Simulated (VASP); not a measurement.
Set up this calculation in VASP 6.6.1, as the native input.

```
Task                    : density of states
Functional              : LDA
Potentials or basis     : VASP PAW LDA potentials, release 64 (W_sv, C_h)
Cutoff                  : 910 eV
k mesh                  : 10 × 10 × 10
Occupations             : fermi-dirac, width 0.05 eV
Spin                    : no spin polarisation
Hubbard terms           : W d U = 8.0 eV
Dipole correction       : no
k mesh for the DOS      : 15 × 15 × 15
Second run              : hard_potentials
Occupations for the DOS : tetrahedron
Further INCAR settings  : ALGO = Normal; EDIFF = 1e-06
```

WC:

```
CELL_PARAMETERS angstrom
0.00000 2.19268 2.19268
2.19268 0.00000 2.19268
2.19268 2.19268 0.00000
ATOMIC_POSITIONS crystal
W 0.00000 0.00000 0.00000
C 0.50000 0.50000 0.50000
```

These files were run (other wordings do the same):

POSCAR

```
WC
1.0
    0.0000000000      2.1926840000      2.1926840000
    2.1926840000      0.0000000000      2.1926840000
    2.1926840000      2.1926840000      0.0000000000
W C
1 1
Direct
    0.0000000000      0.0000000000      0.0000000000
    0.5000000000      0.5000000000      0.5000000000
```

INCAR.step1

```
PREC = Accurate ; ENCUT = 910
EDIFF = 1E-6 ; ISMEAR = -1
SIGMA = 0.05 ; LREAL = F
LASPH = T ; NELM = 200
ALGO = Normal ; ISIF = 2
LWAVE = F ; LCHARG = T
LMAXMIX = 4 ; LDAU = T
LDAUTYPE = 2 ; LDAUL = 2 -1
LDAUU = 8 0 ; LDAUJ = 0 0
LDAUPRINT = 1 ; NBANDS = 16
GGA_COMPAT = F ; NEDOS = 2001
LORBIT = 11
```

KPOINTS.step1

```
Automatic mesh
0
Gamma
  10 10 10
```

INCAR.step2

```
PREC = Accurate ; ENCUT = 910
EDIFF = 1E-6 ; ISMEAR = -5
SIGMA = 0.05 ; LREAL = F
LASPH = T ; NELM = 200
ALGO = Normal ; ISIF = 2
LWAVE = F ; LCHARG = F
LMAXMIX = 4 ; LDAU = T
LDAUTYPE = 2 ; LDAUL = 2 -1
LDAUU = 8 0 ; LDAUJ = 0 0
LDAUPRINT = 1 ; LORBIT = 10
NEDOS = 1001 ; ICHARG = 11
GGA_COMPAT = F
```

KPOINTS.step2

```
Automatic mesh
0
Gamma
  15 15 15
```

Potentials or basis: VASP PAW LDA potentials, release 64 (W_sv, C_h).

Run with:

```console
$ cat potpaw_LDA.64/W_sv/POTCAR potpaw_LDA.64/C_h/POTCAR > POTCAR
$ cp INCAR.step1 INCAR
$ cp KPOINTS.step1 KPOINTS
$ mpirun -np 1 vasp_std > vasp.out
$ cp INCAR.step2 INCAR
$ cp KPOINTS.step2 KPOINTS
$ mpirun -np 1 vasp_std > vasp.out
```

It gave:

```yaml
Valence_electrons_inside_the_program's_atomic_spheres: W 11.92; C 1.43
```

Caveat: the bands computed are all filled at some k points, so no gap is given; spin-orbit coupling is left out, which moves the levels of the heavy elements; the U is typed as a test and isn't derived for this compound.

Wall time 45 s on 1 thread of Intel(R) Xeon(R) Platinum 8259CL CPU @ 2.50GHz (Skylake/Cascade Lake), with other jobs on the host, peak memory 0.22 GiB.
